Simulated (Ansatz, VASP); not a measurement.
**One calculation of Re, two programs**

INCAR

```
PREC = Accurate
ENCUT = 520
EDIFF = 1E-6
ISMEAR = -1
SIGMA = 0.05
LREAL = False
LASPH = True
NELM = 150
ALGO = Normal
ISIF = 2
LWAVE = False
LCHARG = False
MAGMOM = 0 0 0 0 0 0
LORBIT = 11
LSORBIT = True
GGA_COMPAT = False
LORBMOM = True
LMAXMIX = 4
GGA = PS
NBANDS = 26
```

KPOINTS

```
regular mesh
0
Gamma
  11 11 6
```

File POSCAR:

```
Re
1.0
    2.7608000000      0.0000000000      0.0000000000
   -1.3804000000      2.3909229348      0.0000000000
    0.0000000000      0.0000000000      4.4582000000
Re
2
Direct
    0.6666666667      0.3333333333      0.7500000000
    0.3333333333      0.6666666667      0.2500000000
```

The input input.yaml:

```yaml
crystal:
  lattice:
    - [2.7608, 0.0, 0.0]
    - [-1.3804, 2.3909229348, 0.0]
    - [0.0, 0.0, 4.4582]
  atoms:
    - { symbol: Re, position: [0.6666666667, 0.3333333333, 0.75] }
    - { symbol: Re, position: [0.3333333333, 0.6666666667, 0.25] }
hamiltonian:
  xc: pbesol
  pseudopotentials: { kind: paw_fr }
magnetization:
  noncollinear: true
  spin_orbit: true
kpoints:
  mp_grid: { grid: [11, 11, 6] }
  band_path:
    path:
      - [[0.0, 0.0, 0.0], [0.5, 0.0, 0.0], [0.3333333333, 0.3333333333, 0.0], [0.0, 0.0, 0.0], [0.0, 0.0, 0.5], [0.5, 0.0, 0.5], [0.3333333333, 0.3333333333, 0.5], [0.0, 0.0, 0.5]]
      - [[0.5, 0.0, 0.5], [0.5, 0.0, 0.0]]
      - [[0.3333333333, 0.3333333333, 0.0], [0.3333333333, 0.3333333333, 0.5]]
    npoints: 14
scf:
  occupations: { method: fermi_dirac, width: 0.05 }
  n_extra_bands: 6
output:
  forces: true
  stress: true
  eigenvalues: true
  fatbands: false
  write_density: true
  write_potential: true
  elf: true
  volumetric_format: npy
```

Alike in both runs: functional PBEsol; k mesh 11 × 11 × 6; occupations fermi-dirac, width 0.05 eV; non-collinear spin, spin-orbit coupling.

```csv
,VASP,Ansatz
version,VASP 6.6.1,Ansatz 0.2.0
potentials or method,"VASP PAW PBE potentials, release 64 (Re)",Ansatz PAW
plane-wave cutoff (eV),520,420
valence electrons in the cell,14,30
task,single point,band structure
```

|  | VASP | Ansatz | Ansatz less VASP |
| --- | --- | --- | --- |
| pressure (GPa) | -3.5 | -3.5 | 0.00 |
| traceless stress, the component that is largest in VASP (GPa) | -0.27 | -0.15 | +0.122 |
| net moment per atom (μB) | 0.00 | 0.00 | 0.000 |

VASP's potentials were made for PBE, not for PBEsol. The functional is the same, so the differences come from potentials, cutoffs and numerics. VASP's potentials hold 14 valence electrons a cell and Ansatz's 30, so a difference there can come from the potentials and not from the codes.
